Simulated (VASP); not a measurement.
# Zr (I4_1/amd) in VASP: further runs

Zr is run at these levels: PBE; tasks: single point.

All numbers are computed with VASP 6.6.1; they aren't measurements. Logs are shortened: lines on timing, memory, paths and dates and some standing lists are left out, and cuts for length are marked.

**1. The cell of the first run**

The structure is tetragonal, space group I4_1/amd (No. 141). The conventional cell has a = 4.669 Å, b = 4.669 Å, c = 2.598 Å, α = 90.00°, β = 90.00°, γ = 90.00°. Zr (site symmetry -4m2) has 10 Zr at 2.42 to 3.04 Å within 3.2 Å.

**2. Single point, PBE**

Contents of INCAR:

```
ALGO = Normal ; EDIFF = 1E-6
ENCUT = 500 ; GGA = PE
GGA_COMPAT = False ; ISIF = 2
ISMEAR = -1 ; LASPH = True
LCHARG = False ; LREAL = False
LWAVE = False ; NBANDS = 19
NELM = 120 ; PREC = Accurate
SIGMA = 0.1
```

Contents of KPOINTS:

```
k-points
0
Gamma
  14 14 14
```

Contents of POSCAR:

```
Zr
1.0
   -2.3347164808      2.3347164808      1.2991157950
    2.3347164808     -2.3347164808      1.2991157950
    2.3347164808      2.3347164808     -1.2991157950
Zr
2
Direct
   -0.3750000000     -0.1250000000     -0.2500000000
    0.3750000000      0.1250000000      0.2500000000
```

Potentials or basis: VASP PAW PBE potentials, release 64 (Zr_sv).

Run with:

```bash
cat potpaw_PBE.64/Zr_sv/POTCAR > POTCAR
mpirun -np 1 vasp_std > vasp.out
```

OUTCAR:

```text
EDIFF = 1E-6
   ENCUT = 500
   GGA = PE
   ISIF = 2
   ISMEAR = -1
   LASPH = True
   LREAL = False
   NELM = 120
   PREC = Accurate

 ion  position               nearest neighbor table
   1  0.625  0.875  0.750-   2 2.42   2 2.42   2 2.42   2 2.42   2 3.04   2 3.04   2 3.04   2 3.04

   2  0.375  0.125  0.250-   1 2.42   1 2.42   1 2.42   1 2.42   1 3.04   1 3.04   1 3.04   1 3.04

  LATTYP: Found a body centered tetragonal cell.
 ALAT       =     4.6694329616
 C/A-ratio  =     0.5564340706

  Lattice vectors:

 A1 = (  -2.3347164808,   2.3347164808,   1.2991157950)
 A2 = (   2.3347164808,  -2.3347164808,   1.2991157950)
 A3 = (   2.3347164808,   2.3347164808,  -1.2991157950)

Analysis of symmetry for initial positions (statically):
=====================================================================
 Subroutine PRICEL returns:
 Original cell was already a primitive cell.

 Routine SETGRP: Setting up the symmetry group for a
 body centered tetragonal supercell.

 Subroutine GETGRP returns: Found 16 space group operations
 (whereof  4 operations were pure point group operations)
 out of a pool of 16 trial point group operations.

The static configuration has the point symmetry C_2h.
 The point group associated with its full space group is D_4h.

Analysis of symmetry for dynamics (positions and initial velocities):
=====================================================================
 Subroutine PRICEL returns:
 Original cell was already a primitive cell.

 Routine SETGRP: Setting up the symmetry group for a
 body centered tetragonal supercell.

 Subroutine GETGRP returns: Found 16 space group operations
 (whereof  4 operations were pure point group operations)
 out of a pool of 16 trial point group operations.

The dynamic configuration has the point symmetry C_2h.
 The point group associated with its full space group is D_4h.

 Subroutine INISYM returns: Found 16 space group operations
 (whereof  4 operations are pure point group operations),
 and found     1 'primitive' translations

----------------------------------------------------------------------------------------

                                     Primitive cell

  volume of cell :      28.3254

  direct lattice vectors                    reciprocal lattice vectors
    -2.334716481  2.334716481  1.299115795     0.000000000  0.214158766  0.384877162
     2.334716481 -2.334716481  1.299115795     0.214158766  0.000000000  0.384877162
     2.334716481  2.334716481 -1.299115795     0.214158766  0.214158766  0.000000000

  length of vectors
     3.548169097  3.548169097  3.548169097     0.440447961  0.440447961  0.302866231

  position of ions in fractional coordinates (direct lattice)
     0.625000000  0.875000000  0.750000000
     0.375000000  0.125000000  0.250000000

  ion indices of the primitive-cell ions
   primitive index   ion index
                 1           1
                 2           2

----------------------------------------------------------------------------------------

 KPOINTS: k-points

Automatic generation of k-mesh.
 Grid dimensions read from file:
 generate k-points for:   14   14   14

 Generating k-lattice:

  Cartesian coordinates                     Fractional coordinates (reciprocal lattice)
     0.000000000  0.015297055  0.027491226     0.071428571  0.000000000 -0.000000000
     0.015297055  0.000000000  0.027491226     0.000000000  0.071428571 -0.000000000
     0.015297055  0.015297055  0.000000000     0.000000000  0.000000000  0.071428571

  Length of vectors
     0.031460569  0.031460569  0.021633302

  Shift w.r.t. Gamma in fractional coordinates (k-lattice)
     0.000000000  0.000000000  0.000000000

 Subroutine IBZKPT returns following result:
 ===========================================

 Found    244 irreducible k-points:

 Following reciprocal coordinates:
            Coordinates               Weight
  0.000000  0.000000  0.000000      1.000000
  0.071429  0.000000  0.000000      8.000000
  0.142857  0.000000  0.000000      8.000000
  0.214286 -0.000000  0.000000      8.000000
  0.285714  0.000000  0.000000      8.000000
  0.357143 -0.000000  0.000000      8.000000
[... 16 lines left out ...]
  0.214286  0.142857 -0.000000     16.000000
  0.285714  0.142857  0.000000     16.000000
 [... further k-points ...]
   k-points           NKPTS =    244   k-points in BZ     NKDIM =    244   number of bands    NBANDS=     19
   number of dos      NEDOS =    301   number of ions     NIONS =      2
   total plane-waves  NPLWV =  21952
   dimension x,y,z NGX =    28 NGY =   28 NGZ =   28
   dimension x,y,z NGXF=    56 NGYF=   56 NGZF=   56
   ions per type =               2
   NGX,Y,Z   is equivalent  to a cutoff of  13.12, 13.12, 13.12 a.u.
   NGXF,Y,Z  is equivalent  to a cutoff of  26.24, 26.24, 26.24 a.u.
 SYSTEM =  unknown system
   PREC   = accura    normal or accurate (medium, high low for compatibility)
   ISTART =      0    job   : 0-new  1-cont  2-samecut
   ICHARG =      2    charge: 1-file 2-atom 10-const
   ISPIN  =      1    spin polarized calculation?
   LNONCOLLINEAR =      F non collinear calculations
   LSORBIT =      F    spin-orbit coupling
   LASPH  =      T    aspherical Exc in radial PAW
   ENCUT  =  500.0 eV  36.75 Ry    6.06 a.u.   6.47  6.47  6.47*2*pi/ulx,y,z
   NELM   =    120;   NELMIN=  2; NELMDL= -5     # of ELM steps
   EDIFF  = 0.1E-05   stopping-criterion for ELM
   LREAL  =      F    real-space projection
   EDIFFG = 0.1E-04   stopping-criterion for IOM
   NSW    =      0    number of steps for IOM
   IBRION =     -1    ionic relax: 0-MD 1-quasi-New 2-CG
   NFREE  =      0    steps in history (QN), initial steepest desc. (CG)
   ISIF   =      2    stress and relaxation
   ISYM   =      2    0-nonsym 1-usesym 2-fastsym
   POTIM  = 0.5000    time-step for ionic-motion
   TEBEG  =    0.0;   TEEND  =   0.0 temperature during run
   PSTRESS=    0.0 pullay stress
   NELECT =      24.0000    total number of electrons
   NUPDOWN=      -1.0000    fix difference up-down
   EMIN   =  10.00;   EMAX   =-10.00  energy-range for DOS
   EFERMI =   0.00;   METHOD = LEGACY
   ISMEAR =    -1;   SIGMA  =   0.10  broadening in eV -4-tet -1-fermi 0-gaus
   EFERMI_NEDOS =   21; number of points for ismear=-14 and -15
   IALGO  =     38    algorithm
   IMIX   =      4    mixing-type and parameters
     AMIX     =   0.40;   BMIX     =  1.00
     AMIX_MAG =   1.60;   BMIX_MAG =  1.00
  volume/ion in A,a.u.               =      14.16        95.57
  Fermi-wavevector in a.u.,A,eV,Ry     =   1.549125  2.927422 32.651111  2.399789
  Thomas-Fermi vector in A             =   2.653977
   LORBIT       =      0    0 simple, 1 ext, 2 COOP (PROOUT), +10 PAW based schemes
   GGA     = PE    functional components
   LHFCALC =     F    Hartree Fock is set to
   AEXX    =    0.0000 exact exchange contribution
   IVDW    =     0    specifies the selected vdW correction
   LEPSILON=     F    determine dielectric tensor
   LRPA    =     F    only Hartree local field effects (RPA)
 non-spin polarized calculation
  energy-cutoff  :      500.00
  volume of cell :       28.33
 maximum number of plane-waves:       741
 NGX is ok and might be reduce to    28
   NGX = 13   NGY = 13   NGZ = 13

 number of electron      24.0000000 magnetization

 Free energy of the ion-electron system (eV)
  ---------------------------------------------------
  ext. energy  EPLUGINS =         0.00000000
  ---------------------------------------------------
  free energy    TOTEN  =       -12.07077888 eV

  energy without entropy =      -12.01530674  energy(sigma->0) =      -12.04304281

 E-fermi :  15.2631     XC(G=0): -13.5311

 val. band max:       15.2562082533   @ k =  -0.4286   0.5000   0.4286
 cond. band min:      15.2816024652   @ k =  -0.2857  -0.4286   0.1429
 fundamental gap:      0.0253942119
 Fermi energy:        15.2630814502

 k-point     1 :       0.0000    0.0000    0.0000
  band No.  band energies     occupation
      1     -33.6097      2.00000
      2     -31.7192      2.00000
      3     -12.7733      2.00000
      4     -12.7733      2.00000
      5      -9.2359      2.00000
      6      -9.1819      2.00000
[... 11 lines left out ...]
     18      25.4601      0.00000
     19      26.8340      0.00000

 k-point     2 :       0.0714    0.0000    0.0000
  band No.  band energies     occupation
      1     -33.5688      2.00000
      2     -31.7189      2.00000
      3     -12.7619      2.00000
      4     -12.7040      2.00000
      5      -9.4289      2.00000
      6      -9.3638      2.00000
[... 11 lines left out ...]
     18      25.2824      0.00000
     19      26.0134      0.00000

 k-point     3 :       0.1429    0.0000    0.0000
  band No.  band energies     occupation
      1     -33.4513      2.00000
      2     -31.7194      2.00000
      3     -12.7292      2.00000
      4     -12.5123      2.00000
      5      -9.9438      2.00000
      6      -9.8068      2.00000
[... 11 lines left out ...]
     18      24.8246      0.00000
     19      25.6972      0.00000

 k-point     4 :       0.2143   -0.0000    0.0000
  band No.  band energies     occupation
      1     -33.2723      2.00000
      2     -31.7249      2.00000
      3     -12.6794      2.00000
      4     -12.2578      2.00000
      5     -10.6482      2.00000
      6     -10.3388      2.00000
[... 11 lines left out ...]
     18      24.1401      0.00000
     19      25.8584      0.00000

 k-point     5 :       0.2857    0.0000    0.0000
  band No.  band energies     occupation
      1     -33.0573      2.00000
      2     -31.7411      2.00000
      3     -12.6203      2.00000
      4     -12.1073      2.00000
      5     -11.3283      2.00000
      6     -10.7705      2.00000
[... 11 lines left out ...]
     18      23.1500      0.00000
     19      25.6425      0.00000
[... 334 lines left out ...]
      2     -31.7450      2.00000
      3     -12.7413      2.00000
      4     -12.7393      2.00000
      5      -9.3351      2.00000
      6      -9.1783      2.00000
[... 11 lines left out ...]
     18      25.1847      0.00000
     19      25.5368      0.00000

 k-point    22 :       0.1429    0.1429    0.0000
  band No.  band energies     occupation
      1     -33.1241      2.00000
      2     -31.6676      2.00000
      3     -12.4586      2.00000
      4     -12.3729      2.00000
      5     -11.1549      2.00000
      6     -10.9809      2.00000
[... 11 lines left out ...]
     18      23.8973      0.00000
     19      25.9263      0.00000

 k-point    23 :       0.2143    0.1429   -0.0000
  band No.  band energies     occupation
      1     -32.9206      2.00000
      2     -31.6868      2.00000
      3     -12.5664      2.00000
      4     -12.2617      2.00000
      5     -11.5763      2.00000
      6     -11.3742      2.00000
[... 11 lines left out ...]
     18      23.0115      0.00000
     19      25.8883      0.00000

 k-point    24 :       0.2857    0.1429    0.0000
  band No.  band energies     occupation
      1     -32.7341      2.00000
      2     -31.7437      2.00000
      3     -12.8170      2.00000
      4     -12.2543      2.00000
      5     -11.8999      2.00000
      6     -11.3024      2.00000
[... 11 lines left out ...]
     18      24.4598      0.00000
     19      26.0618      0.00000

 [... further k-points ...]
[... 5 lines left out ...]
  --------------------------------------------------------------------------------------
  -------------------------------------------------------------------------------------
  Total       18.3051833     18.3051833     18.2648365     -0.0000000      0.0000000     -0.0000000
  in kB     1035.4008398   1035.4008398   1033.1186895     -0.0000000      0.0000000     -0.0000000
  external PRESSURE =    1034.6401231 kB  Pullay stress =       0.0000000 kB

 VOLUME and BASIS-vectors are now :
 -----------------------------------------------------------------------------
  energy-cutoff  :      500.00
  volume of cell :       28.33
      direct lattice vectors                 reciprocal lattice vectors
    -2.334716481  2.334716481  1.299115795     0.000000000  0.214158766  0.384877162
     2.334716481 -2.334716481  1.299115795     0.214158766  0.000000000  0.384877162
     2.334716481  2.334716481 -1.299115795     0.214158766  0.214158766  0.000000000

 POSITION                                       TOTAL-FORCE (eV/Angst)
 -----------------------------------------------------------------------------------
      2.33472      1.16736      0.97434         0.000000      0.000000      0.000000
      0.00000      1.16736      0.32478        -0.000000     -0.000000     -0.000000
 -----------------------------------------------------------------------------------
    total drift:                               -0.000000      0.000000     -0.000000

  FREE ENERGIE OF THE ION-ELECTRON SYSTEM (eV)
  ---------------------------------------------------
  free  energy   TOTEN  =       -12.0707788811 eV

  energy  without entropy=      -12.0153067412  energy(sigma->0) =      -12.04304281
```

Run time: 1.7 min. Hardware: 1 thread of Intel Xeon 6975P-C, shared host; peak memory 0.23 GiB.

What came out:

```yaml
Free_energy: -12.0708 eV
Pressure: 103.5 GPa
Band_gap_on_the_k_mesh: zero (band 12 reaches 16.24 eV, above the bottom of band 13 at 13.60 eV)
```

Stress tensor (GPa, compression positive):
```
103.54   0.00   0.00
  0.00 103.54   0.00
  0.00   0.00 103.31
```

Levels at points of the mesh, in eV from the Fermi level:
```
           k point  band 10  band 11  band 12  band 13  band 14  band 15
(0.00, 0.00, 0.00)    -5.00    -2.54    -1.59    -0.64     3.92     3.92
(0.50, 0.00, 0.00)    -3.95    -2.00     0.08     1.36     2.92     4.22
(0.50, 0.50, 0.00)    -2.97    -1.12    -1.12     1.70     1.70     4.56
(0.50, 0.50, 0.50)    -2.58    -0.04    -0.04     2.70     2.70     3.89
```

[end of part 1 of 2]
